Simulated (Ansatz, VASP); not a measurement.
Al2GaSb3 in VASP and in Ansatz

```xyz
6
Lattice="4.1903 0.0000 0.0000 0.0000 4.1903 0.0000 0.0000 0.0000 7.9541" Properties=species:S:1:pos:R:3 pbc="T T T"
Al    0.0000    2.0952    5.6497
Al    2.0952    0.0000    2.3044
Ga    0.0000    0.0000    0.0000
Sb    2.0952    2.0952    0.0000
Sb    0.0000    2.0952    2.7637
Sb    2.0952    0.0000    5.1903
```

Change from the starting cell: species swapped into the Hf2CuSb3 type (P-4m2, No. 115).

Alike in both runs: functional PBE; k mesh 4 × 4 × 2; occupations gaussian, width 0.1 eV; no spin polarisation.

Ansatz relaxed the structure, and its values are those at the end. VASP's run is a single point on that final structure, the one shown.

|  | VASP | Ansatz |
| --- | --- | --- |
| version | VASP 6.6.1 | Ansatz 0.2.0 |
| potentials or method | VASP PAW PBE potentials, release 64 (Al, Ga_d, Sb), cutoff 520 eV | scalar-relativistic, plane waves, PAW |
| valence electrons in the cell | 34 | 64 |

|  | VASP | Ansatz | Ansatz less VASP |
| --- | --- | --- | --- |
| gap on the k mesh at the Fermi level (eV) | none | none | - |
| pressure (GPa) | 0.1 | 0.1 | -0.03 |

A gap of «none» marks a metal or a gap that the smearing closes. The functional is the same, so the differences come from potentials, cutoffs and numerics. VASP's potentials hold 34 valence electrons a cell and Ansatz's 64, so a difference there can come from the potentials and not from the codes.

The k mesh is coarse, so the values compare programs but aren't converged. Spin-orbit coupling is off throughout.
